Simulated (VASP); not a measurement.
# Ti (Fmmm) in VASP: notebook

Runs on Ti. Level: PBE. Tasks: single point.

All numbers are computed with VASP 6.6.1; they aren't measurements. Logs are shortened: lines on timing, memory, paths and dates and some standing lists are left out, and cuts for length are marked.

## 1. The cell of the first run

It takes space group Fmmm (No. 69, orthorhombic). The conventional cell has a = 3.581 Å, b = 4.266 Å, c = 4.941 Å, α = 90.00°, β = 90.00°, γ = 90.00°. Ti (site symmetry mmm) has 14 Ti at 2.78 to 3.58 Å within 3.7 Å.

## 2. Single point, PBE (engineering shear strain xy -0.1467, normal strain along z +0.1000)

Input file INCAR:

```
SYSTEM = Ti
  PREC = Accurate
  ENCUT = 520
  EDIFF = 1E-7
  ISMEAR = 0
  SIGMA = 0.15
  LREAL = .FALSE.
  LASPH = .TRUE.
  NELM = 80
  ALGO = Fast
  ISIF = 2
  LWAVE = .FALSE.
  LCHARG = .TRUE.
  GGA = PE
  LELF = .TRUE.
  LVHAR = .TRUE.
  NBANDS = 12
```

Input file KPOINTS:

```
Automatic mesh
0
G
  20 20 20
  0 0 0
```

Input file POSCAR:

```
Ti
1.0
   -1.7470044324      1.7470044324      1.7903804682
    1.7470044324     -1.7470044324      1.7903804682
    1.5082327826      1.5082327826     -1.7903804682
Ti
1
Direct
    0.0000000000      0.0000000000      0.0000000000
```

Potentials or basis: VASP PAW PBE potentials, release 64 (Ti_sv).

On the command line:

```bash
> cat potpaw_PBE.64/Ti_sv/POTCAR > POTCAR
> mpirun -np 1 vasp_std > vasp.out
```

OUTCAR:

```text
SYSTEM = Ti
   PREC = Accurate
   ENCUT = 520
   EDIFF = 1E-7
   ISMEAR = 0
   LREAL = .FALSE.
   LASPH = .TRUE.
   NELM = 80
   ISIF = 2
   GGA = PE

 ion  position               nearest neighbor table
   1  0.000  0.000  0.000-

  LATTYP: Found a face centered orthorhombic cell.
 ALAT       =     3.5807609364
 B/A-ratio  =     1.1913463614
 C/A-ratio  =     1.3799510248

  Lattice vectors:

 A1 = (  -0.2387716498,   3.2552372150,   0.0000000000)
 A2 = (  -1.7470044324,   1.7470044324,   1.7903804682)
 A3 = (   1.5082327826,   1.5082327826,   1.7903804682)

Analysis of symmetry for initial positions (statically):
=====================================================================
 Subroutine PRICEL returns:
 Original cell was already a primitive cell.

 Routine SETGRP: Setting up the symmetry group for a
 face centered orthorhombic supercell.

 Subroutine GETGRP returns: Found  8 space group operations
 (whereof  8 operations were pure point group operations)
 out of a pool of  8 trial point group operations.

The static configuration has the point symmetry D_2h.

Analysis of symmetry for dynamics (positions and initial velocities):
=====================================================================
 Subroutine PRICEL returns:
 Original cell was already a primitive cell.

 Routine SETGRP: Setting up the symmetry group for a
 face centered orthorhombic supercell.

 Subroutine GETGRP returns: Found  8 space group operations
 (whereof  8 operations were pure point group operations)
 out of a pool of  8 trial point group operations.

The dynamic configuration has the point symmetry D_2h.

 Subroutine INISYM returns: Found  8 space group operations
 (whereof  8 operations are pure point group operations),
 and found     1 'primitive' translations

----------------------------------------------------------------------------------------

                                     Primitive cell

  volume of cell :      18.8698

  direct lattice vectors                    reciprocal lattice vectors
    -1.747004432  1.747004432  1.790380468     0.022654808  0.308859005  0.279270249
     1.747004432 -1.747004432  1.790380468     0.308859005  0.022654808  0.279270249
     1.508232783  1.508232783 -1.790380468     0.331513813  0.331513813  0.000000000

  length of vectors
     3.051149160  3.051149160  2.784779071     0.417011987  0.417011987  0.468831330

  position of ions in fractional coordinates (direct lattice)
     0.000000000  0.000000000  0.000000000

  ion indices of the primitive-cell ions
   primitive index   ion index
                 1           1

----------------------------------------------------------------------------------------

 KPOINTS: Automatic mesh

Automatic generation of k-mesh.
 Grid dimensions read from file:
 generate k-points for:   20   20   20

 Generating k-lattice:

  Cartesian coordinates                     Fractional coordinates (reciprocal lattice)
     0.001132740  0.015442950  0.013963512     0.050000000  0.000000000  0.000000000
     0.015442950  0.001132740  0.013963512     0.000000000  0.050000000  0.000000000
     0.016575691  0.016575691  0.000000000     0.000000000  0.000000000  0.050000000

  Length of vectors
     0.020850599  0.020850599  0.023441566

  Shift w.r.t. Gamma in fractional coordinates (k-lattice)
     0.000000000  0.000000000  0.000000000

 Subroutine IBZKPT returns following result:
 ===========================================

 Found   1166 irreducible k-points:

 Following reciprocal coordinates:
            Coordinates               Weight
  0.000000  0.000000  0.000000      1.000000
  0.050000  0.000000 -0.000000      8.000000
  0.100000 -0.000000 -0.000000      8.000000
  0.150000 -0.000000 -0.000000      8.000000
  0.200000 -0.000000 -0.000000      8.000000
  0.250000  0.000000 -0.000000      8.000000
[... 16 lines left out ...]
 -0.400000  0.050000  0.000000      8.000000
 -0.350000  0.050000  0.000000      8.000000
 [... further k-points ...]
   k-points           NKPTS =   1166   k-points in BZ     NKDIM =   1166   number of bands    NBANDS=     12
   number of dos      NEDOS =    301   number of ions     NIONS =      1
   total plane-waves  NPLWV =  13824
   dimension x,y,z NGX =    24 NGY =   24 NGZ =   24
   dimension x,y,z NGXF=    48 NGYF=   48 NGZF=   48
   ions per type =               1
   NGX,Y,Z   is equivalent  to a cutoff of  13.08, 13.08, 14.33 a.u.
   NGXF,Y,Z  is equivalent  to a cutoff of  26.15, 26.15, 28.66 a.u.
 SYSTEM =  Ti
   PREC   = accura    normal or accurate (medium, high low for compatibility)
   ISTART =      0    job   : 0-new  1-cont  2-samecut
   ICHARG =      2    charge: 1-file 2-atom 10-const
   ISPIN  =      1    spin polarized calculation?
   LNONCOLLINEAR =      F non collinear calculations
   LSORBIT =      F    spin-orbit coupling
   LASPH  =      T    aspherical Exc in radial PAW
   ENCUT  =  520.0 eV  38.22 Ry    6.18 a.u.   5.67  5.67  5.18*2*pi/ulx,y,z
   NELM   =     80;   NELMIN=  2; NELMDL= -5     # of ELM steps
   EDIFF  = 0.1E-06   stopping-criterion for ELM
   LREAL  =      F    real-space projection
   EDIFFG = 0.1E-05   stopping-criterion for IOM
   NSW    =      0    number of steps for IOM
   IBRION =     -1    ionic relax: 0-MD 1-quasi-New 2-CG
   NFREE  =      0    steps in history (QN), initial steepest desc. (CG)
   ISIF   =      2    stress and relaxation
   ISYM   =      2    0-nonsym 1-usesym 2-fastsym
   POTIM  = 0.5000    time-step for ionic-motion
   TEBEG  =    0.0;   TEEND  =   0.0 temperature during run
   PSTRESS=    0.0 pullay stress
   NELECT =      12.0000    total number of electrons
   NUPDOWN=      -1.0000    fix difference up-down
   EMIN   =  10.00;   EMAX   =-10.00  energy-range for DOS
   EFERMI =   0.00;   METHOD = LEGACY
   ISMEAR =     0;   SIGMA  =   0.15  broadening in eV -4-tet -1-fermi 0-gaus
   EFERMI_NEDOS =   21; number of points for ismear=-14 and -15
   IALGO  =     68    algorithm
   IMIX   =      4    mixing-type and parameters
     AMIX     =   0.40;   BMIX     =  1.00
     AMIX_MAG =   1.60;   BMIX_MAG =  1.00
  volume/ion in A,a.u.               =      18.87       127.34
  Fermi-wavevector in a.u.,A,eV,Ry     =   1.407816  2.660387 26.966025  1.981947
  Thomas-Fermi vector in A             =   2.530037
   LORBIT       =      0    0 simple, 1 ext, 2 COOP (PROOUT), +10 PAW based schemes
   GGA     = PE    functional components
   LHFCALC =     F    Hartree Fock is set to
   AEXX    =    0.0000 exact exchange contribution
   IVDW    =     0    specifies the selected vdW correction
   LEPSILON=     F    determine dielectric tensor
   LRPA    =     F    only Hartree local field effects (RPA)
 non-spin polarized calculation
 RMM-DIIS sequential band-by-band and
 Gauss-broadening in eV      SIGMA  =   0.15
  energy-cutoff  :      520.00
  volume of cell :       18.87
 maximum number of plane-waves:       523
   NGX = 11   NGY = 11   NGZ = 11

 number of electron      11.9999998 magnetization

 Free energy of the ion-electron system (eV)
  ---------------------------------------------------
  ext. energy  EPLUGINS =         0.00000000
  ---------------------------------------------------
  free energy    TOTEN  =        -7.67016311 eV

  energy without entropy =       -7.64098803  energy(sigma->0) =       -7.65557557

 E-fermi :   7.2490     XC(G=0): -11.1037

 val. band max:        7.2487202758   @ k =  -0.1500   0.3000   0.0500
 cond. band min:       7.2490294604   @ k =  -0.2500   0.3000   0.2000
 fundamental gap:      0.0003091846
 Fermi energy:         7.2489811056

 k-point     1 :       0.0000    0.0000    0.0000
  band No.  band energies     occupation
      1     -49.4638      2.00000
      2     -25.4491      2.00000
      3     -25.3764      2.00000
      4     -25.3435      2.00000
      5       1.5046      2.00000
      6       7.3482      0.34976
      7       8.2609      0.00000
      8       8.6644      0.00000
      9       9.4264      0.00000
     10      10.2719      0.00000
     11      23.1840      0.00000
     12      23.3334      0.00000

 k-point     2 :       0.0500    0.0000   -0.0000
  band No.  band energies     occupation
      1     -49.4613      2.00000
      2     -25.4526      2.00000
      3     -25.3845      2.00000
      4     -25.3494      2.00000
      5       1.5825      2.00000
      6       7.3682      0.26096
      7       8.2693      0.00000
      8       8.6565      0.00000
      9       9.4028      0.00000
     10      10.2457      0.00000
     11      23.1753      0.00000
     12      23.3171      0.00000

 k-point     3 :       0.1000   -0.0000   -0.0000
  band No.  band energies     occupation
      1     -49.4543      2.00000
      2     -25.4656      2.00000
      3     -25.4151      2.00000
      4     -25.3562      2.00000
      5       1.8124      2.00000
      6       7.4158      0.11568
      7       8.2652      0.00000
      8       8.6565      0.00000
      9       9.3575      0.00000
     10      10.1756      0.00000
     11      22.9899      0.00000
     12      23.2680      0.00000

 k-point     4 :       0.1500   -0.0000   -0.0000
  band No.  band energies     occupation
      1     -49.4434      2.00000
      2     -25.5053      2.00000
      3     -25.4510      2.00000
      4     -25.3587      2.00000
      5       2.1824      2.00000
      6       7.4608      0.04585
      7       8.1551      0.00000
      8       8.7579      0.00000
      9       9.3397      0.00000
     10      10.0842      0.00000
     11      22.3171      0.00000
     12      23.1091      0.00000

 k-point     5 :       0.2000   -0.0000   -0.0000
  band No.  band energies     occupation
      1     -49.4296      2.00000
      2     -25.5803      2.00000
      3     -25.4729      2.00000
      4     -25.3593      2.00000
      5       2.6708      2.00000
      6       7.4776      0.03109
      7       7.9282      0.00000
      8       9.0021      0.00000
      9       9.3645      0.00000
     10      10.0028      0.00000
     11      21.1794      0.00000
     12      22.6932      0.00000
[... 228 lines left out ...]
      1     -49.3652      2.00000
      2     -25.9441      2.00000
      3     -25.5536      2.00000
      4     -25.3578      2.00000
      5       5.0404      2.00000
      6       7.1061      1.82193
      7       7.9538      0.00000
      8       9.3406      0.00000
      9      10.2042      0.00000
     10      10.9605      0.00000
     11      15.0880      0.00000
     12      19.5706      0.00000

 k-point    22 :      -0.4500    0.0500    0.0000
  band No.  band energies     occupation
      1     -49.3708      2.00000
      2     -25.9098      2.00000
      3     -25.5506      2.00000
      4     -25.3596      2.00000
      5       4.9070      2.00000
      6       7.1262      1.75278
      7       7.7779      0.00000
      8       9.3678      0.00000
      9      10.1722      0.00000
     10      10.7606      0.00000
     11      15.6409      0.00000
     12      19.7720      0.00000

 k-point    23 :      -0.4000    0.0500    0.0000
  band No.  band energies     occupation
      1     -49.3806      2.00000
      2     -25.8526      2.00000
      3     -25.5417      2.00000
      4     -25.3615      2.00000
      5       4.6118      2.00000
      6       7.1859      1.44822
      7       7.5613      0.00323
      8       9.3922      0.00000
      9      10.0961      0.00000
     10      10.4664      0.00000
     11      16.6023      0.00000
     12      20.1619      0.00000

 k-point    24 :      -0.3500    0.0500    0.0000
  band No.  band energies     occupation
      1     -49.3936      2.00000
      2     -25.7780      2.00000
      3     -25.5275      2.00000
      4     -25.3632      2.00000
      5       4.1424      2.00000
      6       7.2989      0.63805
      7       7.4380      0.07474
      8       9.4133      0.00000
      9       9.9208      0.00000
     10      10.1970      0.00000
     11      17.8247      0.00000
     12      20.6887      0.00000

 [... further k-points ...]

------------------------ aborting loop because EDIFF is reached ----------------------------------------

  FORCE on cell =-STRESS in cart. coord.  units (eV):
  Direction    XX          YY          ZZ          XY          YZ          ZX
  --------------------------------------------------------------------------------------
  -------------------------------------------------------------------------------------
  Total       -1.1059696     -1.1059696     -0.6833783      0.4110194      0.0000000      0.0000000
  in kB      -93.9044231    -93.9044231    -58.0235191     34.8983753      0.0000000      0.0000000
  external PRESSURE =     -81.9441218 kB  Pullay stress =       0.0000000 kB

 VOLUME and BASIS-vectors are now :
 -----------------------------------------------------------------------------
  energy-cutoff  :      520.00
  volume of cell :       18.87
      direct lattice vectors                 reciprocal lattice vectors
    -1.747004432  1.747004432  1.790380468     0.022654808  0.308859005  0.279270249
     1.747004432 -1.747004432  1.790380468     0.308859005  0.022654808  0.279270249
     1.508232783  1.508232783 -1.790380468     0.331513813  0.331513813  0.000000000

 POSITION                                       TOTAL-FORCE (eV/Angst)
 -----------------------------------------------------------------------------------
      0.00000      0.00000      0.00000        -0.000000     -0.000000      0.000000
 -----------------------------------------------------------------------------------
    total drift:                               -0.000000      0.000000      0.000000

  FREE ENERGIE OF THE ION-ELECTRON SYSTEM (eV)
  ---------------------------------------------------
  free  energy   TOTEN  =        -7.6701631092 eV

  energy  without entropy=       -7.6409880313  energy(sigma->0) =       -7.65557557
```

It took 12 min on 1 thread of Intel Xeon 8259CL, shared host; peak memory 0.36 GiB.

What came out:

```
Free energy            : -7.6702 eV
Pressure               : -8.2 GPa
Band gap on the k mesh : zero (bands 6 and 7 overlap by 1.26 eV)
```

Stress tensor (GPa, compression positive):
```
-9.39  3.49  0.00
 3.49 -9.39  0.00
 0.00  0.00 -5.80
```

Caveat: the cell differs from its parent crystal (engineering shear strain xy -0.1467, normal strain along z +0.1000); the cell stands under tension.

## 3. Single point, PBE (engineering shear strain xy -0.2200, normal strain along z +0.1500)

Input file INCAR:

```
  PREC = Accurate
  ENCUT = 520
  EDIFF = 1E-6
  ISMEAR = 0
  SIGMA = 0.15
  LREAL = False
  LASPH = True
  NELM = 100
  ALGO = Fast
  ISIF = 2
  LWAVE = False
  LCHARG = False
  GGA = PE
  NBANDS = 12
```

Input file KPOINTS:

```
regular mesh
0
Gamma
  20 20 20
```

Input file POSCAR:

```
Ti
1.0
   -1.8066566543      1.8066566543      1.8717613986
    1.8066566543     -1.8066566543      1.8717613986
    1.4485805607      1.4485805607     -1.8717613986
Ti
1
Direct
    0.0000000000      0.0000000000      0.0000000000
```

Potentials or basis: VASP PAW PBE potentials, release 64 (Ti_sv).

On the command line:

```bash
> cat potpaw_PBE.64/Ti_sv/POTCAR > POTCAR
> mpirun -np 1 vasp_std > vasp.out
```

Wall time 11 min (1 thread of Intel Xeon 8259CL, shared host); peak memory 0.36 GiB.

Results (log left out):

```
Free energy            : -7.6094 eV
Pressure               : -10.9 GPa
Band gap on the k mesh : zero (bands 6 and 7 overlap by 1.23 eV)
```

Stress tensor (GPa, compression positive):
```
-12.48   4.28   0.00
  4.28 -12.48   0.00
  0.00   0.00  -7.73
```

Levels at points of the mesh, in eV from the Fermi level:
```tsv
k point	band 3	band 4	band 5	band 6	band 7	band 8	band 9	band 10
(0.00, 0.00, 0.00)	-32.70	-32.68	-5.63	-0.18	0.87	1.64	2.00	3.16
(0.50, 0.00, 0.00)	-32.87	-32.67	-2.11	-0.06	0.74	1.83	2.93	3.37
(0.50, 0.50, 0.00)	-32.76	-32.72	-2.35	-1.08	0.14	3.26	3.38	3.38
(0.00, 0.00, 0.50)	-33.08	-32.81	-2.08	-0.79	2.38	2.65	3.33	4.22
(0.50, 0.50, 0.50)	-33.16	-32.87	-2.00	-1.29	2.61	3.03	4.17	5.16
```

Caveat: the cell differs from its parent crystal (engineering shear strain xy -0.2200, normal strain along z +0.1500); the cell stands under tension.
